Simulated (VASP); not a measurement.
Here is a VASP 6.6.1 calculation.

File INCAR:

```
PREC     = Accurate       # precision mode
ENCUT    = 500            # plane-wave cutoff, eV
EDIFF    = 1E-6           # SCF threshold, eV
ISMEAR   = -1             # smearing method
SIGMA    = 0.1            # smearing width, eV
LREAL    = False          # projectors in reciprocal space
LASPH    = True           # aspherical terms in the spheres
NELM     = 120            # most SCF steps
ALGO     = Normal         # electronic algorithm
ISIF     = 2              # what is computed and relaxed
LWAVE    = False          # write WAVECAR
LCHARG   = False          # write CHGCAR
GGA      = PS             # functional
NBANDS   = 16             # bands
GGA_COMPAT= False
```

Contents of KPOINTS:

```
Automatic mesh
0
Gamma
  13 13 10
```

Contents of POSCAR:

```
ZrB2
1.0
    3.1858500000      0.0000000000      0.0000000000
   -1.5929250000      2.7590275050      0.0000000000
    0.0000000000      0.0000000000      3.4979332195
Zr B
1 2
Direct
    0.0000000000      0.0000000000      0.0000000000
    0.3333333333      0.6666666667      0.5000000000
    0.6666666667      0.3333333333      0.5000000000
```

Potentials or basis: VASP PAW PBE potentials, release 64 (Zr_sv, B).

The run is started by

```console
$ cat potpaw_PBE.64/Zr_sv/POTCAR potpaw_PBE.64/B/POTCAR > POTCAR
$ mpirun -np 1 vasp_std > vasp.out
```

Question: What does it give for the pressure?

Answer: -3.9 GPa.

Question: Estimate the band gap on the k mesh.

Answer: Zero (band 9 reaches 11.16 eV, above the bottom of band 10 at 10.18 eV).

Stress tensor (GPa, compression positive):
```
-5.42  0.00  0.00
 0.00 -5.42  0.00
 0.00  0.00 -0.91
```

Caveat: the PAW data sets were made with another functional, which shifts forces and pressure a little.
